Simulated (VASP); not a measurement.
# GaN (e600) (F-43m) in VASP: a series of runs

Runs on GaN (e600). Level: PBEsol. Tasks: single point.

All numbers are computed with VASP 6.6.1; they aren't measurements. Logs are shortened: lines on timing, memory, paths and dates and some standing lists are left out, and cuts for length are marked.

## Step 1: The cell of the first run

The structure is cubic, space group F-43m (No. 216). The conventional cell has a = 4.453 Å, b = 4.453 Å, c = 4.453 Å, α = 90.00°, β = 90.00°, γ = 90.00°. Ga (site symmetry -43m) has 4 N at 1.93 Å within 2.6 Å. N (site symmetry -43m) has 4 Ga at 1.93 Å within 2.6 Å.

## Step 2: Single point, PBEsol (strained cell)

File INCAR:

```
PREC = Accurate ; ENCUT = 600
EDIFF = 1E-6 ; ISMEAR = 0
SIGMA = 0.02 ; LREAL = False
LASPH = True ; NELM = 120
ALGO = Normal ; ISIF = 2
LWAVE = False ; LCHARG = True
GGA = PS ; LELF = True
LVHAR = True ; NBANDS = 16
GGA_COMPAT = False
```

File KPOINTS:

```
regular mesh
0
Gamma
  10 10 10
```

File POSCAR:

```
GaN
1.0
    0.0000000000      2.2266594371      2.2266594371
    2.2266594371      0.0000000000      2.2266594371
    2.2266594371      2.2266594371      0.0000000000
Ga N
1 1
Direct
    0.0000000000      0.0000000000      0.0000000000
    0.2500000000      0.2500000000      0.2500000000
```

Potentials or basis: VASP PAW PBE potentials, release 64 (Ga_d, N).

On the command line:

```sh
> cat potpaw_PBE.64/Ga_d/POTCAR potpaw_PBE.64/N/POTCAR > POTCAR
> mpirun -np 1 vasp_std > vasp.out
```

OUTCAR:

```text
PREC = Accurate
   ENCUT = 600
   EDIFF = 1E-6
   ISMEAR = 0
   LREAL = False
   LASPH = True
   NELM = 120
   ISIF = 2
   GGA = PS

 ion  position               nearest neighbor table
   1  0.000  0.000  0.000-   2 1.93   2 1.93   2 1.93   2 1.93
   2  0.250  0.250  0.250-   1 1.93   1 1.93   1 1.93   1 1.93

  LATTYP: Found a face centered cubic cell.
 ALAT       =     4.4533188742

  Lattice vectors:

 A1 = (   0.0000000000,   2.2266594371,   2.2266594371)
 A2 = (   2.2266594371,   0.0000000000,   2.2266594371)
 A3 = (   2.2266594371,   2.2266594371,   0.0000000000)

Analysis of symmetry for initial positions (statically):
=====================================================================
 Subroutine PRICEL returns:
 Original cell was already a primitive cell.

 Routine SETGRP: Setting up the symmetry group for a
 face centered cubic supercell.

 Subroutine GETGRP returns: Found 24 space group operations
 (whereof 24 operations were pure point group operations)
 out of a pool of 48 trial point group operations.

The static configuration has the point symmetry T_d .

Analysis of symmetry for dynamics (positions and initial velocities):
=====================================================================
 Subroutine PRICEL returns:
 Original cell was already a primitive cell.

 Routine SETGRP: Setting up the symmetry group for a
 face centered cubic supercell.

 Subroutine GETGRP returns: Found 24 space group operations
 (whereof 24 operations were pure point group operations)
 out of a pool of 48 trial point group operations.

The dynamic configuration has the point symmetry T_d .

 Subroutine INISYM returns: Found 24 space group operations
 (whereof 24 operations are pure point group operations),
 and found     1 'primitive' translations

----------------------------------------------------------------------------------------

                                     Primitive cell

  volume of cell :      22.0796

  direct lattice vectors                    reciprocal lattice vectors
     0.000000000  2.226659437  2.226659437    -0.224551627  0.224551627  0.224551627
     2.226659437  0.000000000  2.226659437     0.224551627 -0.224551627  0.224551627
     2.226659437  2.226659437  0.000000000     0.224551627  0.224551627 -0.224551627

  length of vectors
     3.148971975  3.148971975  3.148971975     0.388934827  0.388934827  0.388934827

  position of ions in fractional coordinates (direct lattice)
     0.000000000  0.000000000  0.000000000
     0.250000000  0.250000000  0.250000000

  ion indices of the primitive-cell ions
   primitive index   ion index
                 1           1
                 2           2

----------------------------------------------------------------------------------------

 KPOINTS: regular mesh

Automatic generation of k-mesh.
 Grid dimensions read from file:
 generate k-points for:   10   10   10

 Generating k-lattice:

  Cartesian coordinates                     Fractional coordinates (reciprocal lattice)
    -0.022455163  0.022455163  0.022455163     0.100000000  0.000000000  0.000000000
     0.022455163 -0.022455163  0.022455163     0.000000000  0.100000000  0.000000000
     0.022455163  0.022455163 -0.022455163     0.000000000  0.000000000  0.100000000

  Length of vectors
     0.038893483  0.038893483  0.038893483

  Shift w.r.t. Gamma in fractional coordinates (k-lattice)
     0.000000000  0.000000000  0.000000000

 Subroutine IBZKPT returns following result:
 ===========================================

 Found     47 irreducible k-points:

 Following reciprocal coordinates:
            Coordinates               Weight
  0.000000  0.000000  0.000000      1.000000
  0.100000  0.000000  0.000000      8.000000
  0.200000  0.000000  0.000000      8.000000
  0.300000  0.000000  0.000000      8.000000
  0.400000  0.000000  0.000000      8.000000
  0.500000  0.000000  0.000000      4.000000
[... 16 lines left out ...]
  0.300000  0.300000  0.000000      6.000000
  0.400000  0.300000  0.000000     24.000000
 [... further k-points ...]
   k-points           NKPTS =     47   k-points in BZ     NKDIM =     47   number of bands    NBANDS=     16
   number of dos      NEDOS =    301   number of ions     NIONS =      2
   total plane-waves  NPLWV =  21952
   dimension x,y,z NGX =    28 NGY =   28 NGZ =   28
   dimension x,y,z NGXF=    56 NGYF=   56 NGZF=   56
   ions per type =               1   1
   NGX,Y,Z   is equivalent  to a cutoff of  14.78, 14.78, 14.78 a.u.
   NGXF,Y,Z  is equivalent  to a cutoff of  29.56, 29.56, 29.56 a.u.
 SYSTEM =  unknown system
   PREC   = accura    normal or accurate (medium, high low for compatibility)
   ISTART =      0    job   : 0-new  1-cont  2-samecut
   ICHARG =      2    charge: 1-file 2-atom 10-const
   ISPIN  =      1    spin polarized calculation?
   LNONCOLLINEAR =      F non collinear calculations
   LSORBIT =      F    spin-orbit coupling
   LASPH  =      T    aspherical Exc in radial PAW
   ENCUT  =  600.0 eV  44.10 Ry    6.64 a.u.   6.29  6.29  6.29*2*pi/ulx,y,z
   NELM   =    120;   NELMIN=  2; NELMDL= -5     # of ELM steps
   EDIFF  = 0.1E-05   stopping-criterion for ELM
   LREAL  =      F    real-space projection
   EDIFFG = 0.1E-04   stopping-criterion for IOM
   NSW    =      0    number of steps for IOM
   IBRION =     -1    ionic relax: 0-MD 1-quasi-New 2-CG
   NFREE  =      0    steps in history (QN), initial steepest desc. (CG)
   ISIF   =      2    stress and relaxation
   ISYM   =      2    0-nonsym 1-usesym 2-fastsym
   POTIM  = 0.5000    time-step for ionic-motion
   TEBEG  =    0.0;   TEEND  =   0.0 temperature during run
   PSTRESS=    0.0 pullay stress
   NELECT =      18.0000    total number of electrons
   NUPDOWN=      -1.0000    fix difference up-down
   EMIN   =  10.00;   EMAX   =-10.00  energy-range for DOS
   EFERMI =   0.00;   METHOD = LEGACY
   ISMEAR =     0;   SIGMA  =   0.02  broadening in eV -4-tet -1-fermi 0-gaus
   EFERMI_NEDOS =   21; number of points for ismear=-14 and -15
   IALGO  =     38    algorithm
   IMIX   =      4    mixing-type and parameters
     AMIX     =   0.40;   BMIX     =  1.00
     AMIX_MAG =   1.60;   BMIX_MAG =  1.00
  volume/ion in A,a.u.               =      11.04        74.50
  Fermi-wavevector in a.u.,A,eV,Ry     =   1.529332  2.890019 31.822087  2.338857
  Thomas-Fermi vector in A             =   2.636968
   LORBIT       =      0    0 simple, 1 ext, 2 COOP (PROOUT), +10 PAW based schemes
   GGA     = PS    functional components
   LHFCALC =     F    Hartree Fock is set to
   AEXX    =    0.0000 exact exchange contribution
   IVDW    =     0    specifies the selected vdW correction
   LEPSILON=     F    determine dielectric tensor
   LRPA    =     F    only Hartree local field effects (RPA)
 non-spin polarized calculation
 Gauss-broadening in eV      SIGMA  =   0.02
  energy-cutoff  :      600.00
  volume of cell :       22.08
 maximum number of plane-waves:       754
 NGX is ok and might be reduce to    28
   NGX = 13   NGY = 13   NGZ = 13

 number of electron      18.0000000 magnetization

 Free energy of the ion-electron system (eV)
  ---------------------------------------------------
  ext. energy  EPLUGINS =         0.00000000
  ---------------------------------------------------
  free energy    TOTEN  =       -13.11253860 eV

  energy without entropy =      -13.11253860  energy(sigma->0) =      -13.11253860

 E-fermi :   5.6580     XC(G=0): -12.0964

 val. band max:        5.5494578608   @ k =   0.0000   0.0000   0.0000
 cond. band min:       7.4623160138   @ k =   0.0000   0.0000   0.0000
 fundamental gap:      1.9128581530
 Fermi energy:         5.6580241249

 k-point     1 :       0.0000    0.0000    0.0000
  band No.  band energies     occupation
      1     -10.7004      2.00000
      2      -7.8927      2.00000
      3      -7.8927      2.00000
      4      -7.8927      2.00000
      5      -7.5289      2.00000
      6      -7.5289      2.00000
[... 8 lines left out ...]
     15      24.5142      0.00000
     16      24.5142      0.00000

 k-point     2 :       0.1000    0.0000    0.0000
  band No.  band energies     occupation
      1     -10.5794      2.00000
      2      -7.8774      2.00000
      3      -7.8774      2.00000
      4      -7.8578      2.00000
      5      -7.5305      2.00000
      6      -7.5305      2.00000
[... 8 lines left out ...]
     15      23.2144      0.00000
     16      23.2144      0.00000

 k-point     3 :       0.2000    0.0000    0.0000
  band No.  band energies     occupation
      1     -10.2684      2.00000
      2      -7.8419      2.00000
      3      -7.8419      2.00000
      4      -7.7059      2.00000
      5      -7.5295      2.00000
      6      -7.5295      2.00000
[... 8 lines left out ...]
     15      22.4390      0.00000
     16      22.4391      0.00000

 k-point     4 :       0.3000    0.0000    0.0000
  band No.  band energies     occupation
      1      -9.9229      2.00000
      2      -7.8102      2.00000
      3      -7.8102      2.00000
      4      -7.5145      2.00000
      5      -7.5145      2.00000
      6      -7.3160      2.00000
[... 8 lines left out ...]
     15      22.9705      0.00000
     16      22.9705      0.00000
[... 324 lines left out ...]
 k-point    22 :      -0.2000    0.2000    0.0000
  band No.  band energies     occupation
      1      -9.8163      2.00000
      2      -7.7930      2.00000
      3      -7.7753      2.00000
      4      -7.5549      2.00000
      5      -7.5541      2.00000
      6      -7.1258      2.00000
[... 8 lines left out ...]
     15      23.1527      0.00000
     16      26.3953      0.00000

 k-point    23 :       0.3000    0.3000    0.0000
  band No.  band energies     occupation
      1      -9.7137      2.00000
      2      -7.7411      2.00000
      3      -7.6788      2.00000
      4      -7.6788      2.00000
      5      -7.4726      2.00000
      6      -7.1239      2.00000
[... 8 lines left out ...]
     15      27.8572      0.00000
     16      28.4955      0.00000

 k-point    24 :       0.4000    0.3000    0.0000
  band No.  band energies     occupation
      1      -9.5672      2.00000
      2      -7.7575      2.00000
      3      -7.6406      2.00000
      4      -7.6392      2.00000
      5      -7.4613      2.00000
      6      -6.6578      2.00000
[... 8 lines left out ...]
     15      28.2757      0.00000
     16      28.3341      0.00000

 [... further k-points ...]
[... 5 lines left out ...]
  --------------------------------------------------------------------------------------
  -------------------------------------------------------------------------------------
  Total        0.7732083      0.7732083      0.7732083     -0.0000000     -0.0000000      0.0000000
  in kB       56.1068262     56.1068262     56.1068262     -0.0000000     -0.0000000      0.0000000
  external PRESSURE =      56.1068262 kB  Pullay stress =       0.0000000 kB

 VOLUME and BASIS-vectors are now :
 -----------------------------------------------------------------------------
  energy-cutoff  :      600.00
  volume of cell :       22.08
      direct lattice vectors                 reciprocal lattice vectors
     0.000000000  2.226659437  2.226659437    -0.224551627  0.224551627  0.224551627
     2.226659437  0.000000000  2.226659437     0.224551627 -0.224551627  0.224551627
     2.226659437  2.226659437  0.000000000     0.224551627  0.224551627 -0.224551627

 POSITION                                       TOTAL-FORCE (eV/Angst)
 -----------------------------------------------------------------------------------
      0.00000      0.00000      0.00000         0.000000      0.000000      0.000000
      1.11333      1.11333      1.11333        -0.000000     -0.000000     -0.000000
 -----------------------------------------------------------------------------------
    total drift:                               -0.000000     -0.000000      0.000000

  FREE ENERGIE OF THE ION-ELECTRON SYSTEM (eV)
  ---------------------------------------------------
  free  energy   TOTEN  =       -13.1125386023 eV

  energy  without entropy=      -13.1125386023  energy(sigma->0) =      -13.11253860
```

It took 12 s on 1 thread of Intel Xeon 6975P-C (Granite Rapids), shared host; peak memory 0.16 GiB.

What came out:

```yaml
Free_energy: -13.1125 eV
Pressure: 5.6 GPa
Band_gap_on_the_k_mesh: 1.91 eV, direct
```

Caveat: the cell differs from its parent crystal (strained cell); the PAW data sets were made with another functional, which shifts forces and pressure a little.

## Step 3: Single point, PBEsol

File INCAR:

```
SYSTEM = GaN
PREC = Accurate
ENCUT = 600
EDIFF = 1E-6
ISMEAR = 0
SIGMA = 0.01
LREAL = .False.
LASPH = .True.
NELM = 120
ALGO = Normal
ISIF = 2
LWAVE = .False.
LCHARG = .False.
GGA = PS
NBANDS = 16
GGA_COMPAT = .False.
```

File KPOINTS:

```
Automatic mesh
0
Gamma
  10 10 10
  0 0 0
```

POSCAR is that of step 2.

Potentials or basis: VASP PAW PBE potentials, release 64 (Ga_d, N).

On the command line:

```sh
> cat potpaw_PBE.64/Ga_d/POTCAR potpaw_PBE.64/N/POTCAR > POTCAR
> mpirun -np 1 vasp_std > vasp.out
```

OUTCAR:

```text
SYSTEM = GaN
   PREC = Accurate
   ENCUT = 600
   EDIFF = 1E-6
   ISMEAR = 0
   LREAL = .False.
   LASPH = .True.
   NELM = 120
   ISIF = 2
   GGA = PS

 ion  position               nearest neighbor table
   1  0.000  0.000  0.000-   2 1.93   2 1.93   2 1.93   2 1.93
   2  0.250  0.250  0.250-   1 1.93   1 1.93   1 1.93   1 1.93

  LATTYP: Found a face centered cubic cell.
 ALAT       =     4.4533188742

  Lattice vectors:

 A1 = (   0.0000000000,   2.2266594371,   2.2266594371)
 A2 = (   2.2266594371,   0.0000000000,   2.2266594371)
 A3 = (   2.2266594371,   2.2266594371,   0.0000000000)

Analysis of symmetry for initial positions (statically):
=====================================================================
 Subroutine PRICEL returns:
 Original cell was already a primitive cell.

 Routine SETGRP: Setting up the symmetry group for a
 face centered cubic supercell.

 Subroutine GETGRP returns: Found 24 space group operations
 (whereof 24 operations were pure point group operations)
 out of a pool of 48 trial point group operations.

[... 157 lines left out ...]
  ext. energy  EPLUGINS =         0.00000000
  ---------------------------------------------------
  free energy    TOTEN  =       -13.11253860 eV

  energy without entropy =      -13.11253860  energy(sigma->0) =      -13.11253860

 E-fermi :   5.6580     XC(G=0): -12.0964

 val. band max:        5.5494578607   @ k =   0.0000   0.0000   0.0000
 cond. band min:       7.4623160138   @ k =   0.0000   0.0000   0.0000
 fundamental gap:      1.9128581531
 Fermi energy:         5.6580241248

 k-point     1 :       0.0000    0.0000    0.0000
  band No.  band energies     occupation
      1     -10.7004      2.00000
      2      -7.8927      2.00000
      3      -7.8927      2.00000
      4      -7.8927      2.00000
      5      -7.5289      2.00000
      6      -7.5289      2.00000
[... 433 lines left out ...]
      3      -7.6406      2.00000
      4      -7.6392      2.00000
      5      -7.4613      2.00000
      6      -6.6578      2.00000
[... 8 lines left out ...]
     15      28.2757      0.00000
     16      28.3341      0.00000

 [... further k-points ...]
[... 5 lines left out ...]
  --------------------------------------------------------------------------------------
  -------------------------------------------------------------------------------------
  Total        0.7732083      0.7732083      0.7732083     -0.0000000     -0.0000000     -0.0000000
  in kB       56.1068262     56.1068262     56.1068262     -0.0000000     -0.0000000     -0.0000000
  external PRESSURE =      56.1068262 kB  Pullay stress =       0.0000000 kB

 VOLUME and BASIS-vectors are now :
 -----------------------------------------------------------------------------
  energy-cutoff  :      600.00
  volume of cell :       22.08
      direct lattice vectors                 reciprocal lattice vectors
     0.000000000  2.226659437  2.226659437    -0.224551627  0.224551627  0.224551627
     2.226659437  0.000000000  2.226659437     0.224551627 -0.224551627  0.224551627
     2.226659437  2.226659437  0.000000000     0.224551627  0.224551627 -0.224551627

 POSITION                                       TOTAL-FORCE (eV/Angst)
 -----------------------------------------------------------------------------------
      0.00000      0.00000      0.00000         0.000000     -0.000000     -0.000000
      1.11333      1.11333      1.11333        -0.000000      0.000000      0.000000
 -----------------------------------------------------------------------------------
    total drift:                               -0.000000     -0.000000      0.000000

  FREE ENERGIE OF THE ION-ELECTRON SYSTEM (eV)
  ---------------------------------------------------
  free  energy   TOTEN  =       -13.1125386022 eV

  energy  without entropy=      -13.1125386022  energy(sigma->0) =      -13.11253860
```

OSZICAR:

```text
N       E                     dE             d eps       ncg     rms          rms(c)
DAV:   1     0.907048832138E+02    0.90705E+02   -0.98823E+03  1624   0.221E+03
DAV:   2    -0.829639900090E+01   -0.99001E+02   -0.92560E+02  1728   0.360E+02
DAV:   3    -0.149046597715E+02   -0.66083E+01   -0.65779E+01  1736   0.783E+01
DAV:   4    -0.149825448618E+02   -0.77885E-01   -0.77876E-01  1904   0.920E+00
DAV:   5    -0.149835203008E+02   -0.97544E-03   -0.97543E-03  1760   0.938E-01    0.733E+00
DAV:   6    -0.131418568170E+02    0.18417E+01   -0.42295E+00  2296   0.409E+01    0.264E+00
DAV:   7    -0.131323317005E+02    0.95251E-02   -0.29515E-01  1576   0.569E+00    0.170E+00
DAV:   8    -0.131154477510E+02    0.16884E-01   -0.47177E-02  1984   0.276E+00    0.622E-01
DAV:   9    -0.131125031992E+02    0.29446E-02   -0.11679E-02  2248   0.250E+00    0.154E-01
DAV:  10    -0.131125706140E+02   -0.67415E-04   -0.11821E-03  1880   0.514E-01    0.575E-02
DAV:  11    -0.131125366798E+02    0.33934E-04   -0.14321E-04  2328   0.183E-01    0.106E-02
DAV:  12    -0.131125386815E+02   -0.20018E-05   -0.12269E-05  1720   0.471E-02    0.512E-03
DAV:  13    -0.131125386022E+02    0.79291E-07   -0.46663E-07  1192   0.113E-02
   1 F= -.13112539E+02 E0= -.13112539E+02  d E =-.109497E-55
```

stdout:

```text
POSCAR found type information on POSCAR GaN
 POSCAR found :  2 types and       2 ions
 scaLAPACK will be used
 -----------------------------------------------------------------------------
|                                                                             |
|                                                                             |
|     You enforced a specific xc type in the INCAR file but a different       |
|     I HOPE YOU KNOW WHAT YOU ARE DOING!                                     |
|                                                                             |
 -----------------------------------------------------------------------------

 LDA part: xc-table for (Slater+PW92), standard interpolation
 POSCAR, INCAR and KPOINTS ok, starting setup
 FFT: planning ... GRIDC
 FFT: planning ... GRID_SOFT
 FFT: planning ... GRID
 WAVECAR not read
 entering main loop
```

Wall time 12 s (1 thread of Intel Xeon 6975P-C (Granite Rapids), shared host); peak memory 0.16 GiB.

Results:

```yaml
Free_energy: -13.1125 eV
Pressure: 5.6 GPa
Band_gap_on_the_k_mesh: 1.91 eV, direct
```

Caveat: the PAW data sets were made with another functional, which shifts forces and pressure a little. As with any semilocal functional, this PBEsol gap is likely too small.
